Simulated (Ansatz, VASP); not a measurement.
Given: the input of a run of VASP 6.6.1 on Sb.

The input POSCAR:

```
Sb
1.0
   -1.8713408863      1.8713408863      1.8713408863
    1.8713408863     -1.8713408863      1.8713408863
    1.8713408863      1.8713408863     -1.8713408863
Sb
1
Direct
    0.0000000000      0.0000000000      0.0000000000
```

The input INCAR.step1:

```
PREC = Accurate
ENCUT = 520
EDIFF = 1E-5
ISMEAR = -1
SIGMA = 0.05
LREAL = False
LASPH = True
NELM = 80
ALGO = Normal
ISIF = 2
LWAVE = True
NBANDS = 8
GGA = PE
```

File INCAR.step2:

```
PREC = Accurate
ENCUT = 520
EDIFF = 1E-7
ISMEAR = -1
SIGMA = 0.05
LREAL = False
LASPH = True
NELM = 80
ALGO = Normal
ISIF = 2
LWAVE = False
LCHARG = True
GGA = PE
LHFCALC = True
AEXX = 0.25
HFSCREEN = 0.2078699
PRECFOCK = Normal
LELF = True
LVHAR = True
NBANDS = 8
ISTART = 1
```

File KPOINTS:

```
regular mesh
0
Gamma
  6 6 6
```

Potentials or basis: VASP PAW PBE potentials, release 64 (Sb).

Run with:

```console
$ cat potpaw_PBE.64/Sb/POTCAR > POTCAR
$ cp INCAR.step1 INCAR
$ mpirun -np 1 vasp_std > vasp.out
$ cp INCAR.step2 INCAR
$ mpirun -np 1 vasp_std > vasp.out
```

Problem. Set up the same calculation for Ansatz 0.2.0. Potentials there: Ansatz PAW.

Solution. As run (the cutoff follows the program's own potentials):

File input.yaml:

```yaml
crystal:
  lattice:
    - [-1.8713408863, 1.8713408863, 1.8713408863]
    - [1.8713408863, -1.8713408863, 1.8713408863]
    - [1.8713408863, 1.8713408863, -1.8713408863]
  atoms:
    - { symbol: Sb, position: [0.0, 0.0, 0.0] }
hamiltonian:
  xc:
    exchange: pbe
    correlation: pbe
    exx: { coeff: 0.25, omega: 0.2078699 }
  pseudopotentials: { kind: paw }
kpoints:
  mp_grid: { grid: [6, 6, 6] }
scf:
  occupations: { method: fermi_dirac, width: 0.05 }
output:
  forces: true
  stress: true
  eigenvalues: true
```

Potentials or basis: Ansatz PAW.

Run with:

```sh
$ ansatz run input.yaml --threads 2 --pin off --max-ram 5632MiB --backend cpu --events-out ev --progress --plain --runs-dir out
```

Both were run:

|  | VASP | Ansatz | Ansatz less VASP |
| --- | --- | --- | --- |
| gap on the k mesh at the Fermi level (eV) | none | none | - |
| pressure (GPa) | 0.4 | 1.5 | +1.08 |

VASP's potentials were made for PBE, not for PBE-based screened hybrid. A gap of «none» marks a metal or a gap that the smearing closes. VASP's potentials hold 5 valence electrons a cell and Ansatz's 15, so a difference there can come from the potentials and not from the codes.

The k mesh is coarse, so the values compare programs but aren't converged. Neither program's run includes spin-orbit coupling.
